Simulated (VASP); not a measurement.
Set up this calculation in VASP 6.6.1, as the native input.

```
Task                   : single point
Functional             : r2SCAN
Potentials or basis    : VASP PAW PBE potentials, release 64 (Au)
Cutoff                 : 520 eV
k mesh                 : 24 × 24 × 12
Occupations            : gaussian, width 0.15 eV
Spin                   : no spin polarisation
Dipole correction      : no
Further INCAR settings : ALGO = Normal; EDIFF = 1e-07; NBANDS = 18
```

The system is Au.

```xyz
2
Lattice="1.4199 -2.5507 0.0000 1.4199 2.5507 0.0000 0.0000 0.0000 4.8568" Properties=species:S:1:pos:R:3 pbc="T T T"
Au    1.4199   -0.8374    1.2142
Au    1.4199    0.8374    3.6426
```

The input as run:

POSCAR

```
Au
1.0
    1.4199310067     -2.5507036531      0.0000000000
    1.4199310067      2.5507036531      0.0000000000
    0.0000000000      0.0000000000      4.8568390303
Au
2
Direct
    0.6641465040      0.3358534960      0.2500000000
    0.3358534960      0.6641465040      0.7500000000
```

INCAR.step1

```
SYSTEM = Au
  ALGO = Normal
  EDIFF = 1E-4
  ENCUT = 520
  GGA = PE
  ISMEAR = 0
  LASPH = .True.
  LCHARG = .False.
  LREAL = .False.
  LWAVE = .True.
  NBANDS = 18
  NELM = 100
  PREC = Accurate
  SIGMA = 0.15
```

INCAR.step2

```
SYSTEM = Au
  ALGO = Normal
  EDIFF = 1E-7
  ENCUT = 520
  ISIF = 2
  ISMEAR = 0
  ISTART = 1
  LASPH = .True.
  LCHARG = .False.
  LMIXTAU = .True.
  LREAL = .False.
  LWAVE = .False.
  METAGGA = R2SCAN
  NBANDS = 18
  NELM = 100
  PREC = Accurate
  SIGMA = 0.15
```

KPOINTS

```
k-points
0
Gamma
  24 24 12
  0 0 0
```

Potentials or basis: VASP PAW PBE potentials, release 64 (Au).

Launch:

```bash
$ cat potpaw_PBE.64/Au/POTCAR > POTCAR
$ cp INCAR.step1 INCAR
$ mpirun -np 1 vasp_std > vasp.out
$ cp INCAR.step2 INCAR
$ mpirun -np 1 vasp_std > vasp.out
```

It gave:

```json
{
  "Pressure": "0.2 GPa",
  "Largest force": "0.007 eV/Å",
  "Band gap on the k mesh": "zero (bands 11 and 12 overlap by 7.01 eV)"
}
```

Caveat: the PAW data sets were made with another functional, which shifts forces and pressure a little; spin-orbit coupling is left out, which moves the levels of the heavy elements.

Run time: 47 min on 1 thread of Oxide Virtual Turin-like Processor (shared host), peak memory 0.6 GiB.
